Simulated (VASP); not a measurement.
**Ru: single point with LDA**

Crystal: Ru.

```
Ru
1.0
     2.70580    0.00000    0.00000
    -1.35290    2.34329    0.00000
     0.00000    0.00000    4.28190
Ru
2
Direct
  0.66667 0.33333 0.75000
  0.33333 0.66667 0.25000
```

```
Program             : VASP 6.6.1
Task                : single point
Functional          : LDA
Potentials or basis : VASP PAW LDA potentials, release 64 (Ru_pv)
Cutoff              : 520 eV
k mesh              : 11 × 11 × 6
Occupations         : fermi-dirac, width 0.05 eV
Spin                : no spin polarisation
```

* Pressure: -11.5 GPa
* Band gap on the k mesh: zero (bands 14 and 15 overlap by 3.09 eV)

Stress tensor (GPa, compression positive):
```
-11.27   0.00   0.00
  0.00 -11.27   0.00
  0.00   0.00 -12.02
```

Levels at points of the mesh, in eV from the Fermi level:
| k point | band 10 | band 11 | band 12 | band 13 | band 14 | band 15 | band 16 | band 17 | band 18 | band 19 |
| --- | --- | --- | --- | --- | --- | --- | --- | --- | --- | --- |
| (0.00, 0.00, 0.00) | -2.54 | -2.37 | -1.86 | -1.86 | -1.33 | -1.33 | 1.27 | 1.27 | 1.36 | 10.03 |
| (0.00, 0.00, 0.50) | -2.71 | -2.71 | -2.71 | -2.66 | -2.66 | 0.62 | 0.62 | 0.62 | 0.62 | 10.05 |

Wall time 39 s on 1 thread of Intel Xeon 8259CL (shared host), peak memory 0.14 GiB.

Caveat: the cell stands under tension.
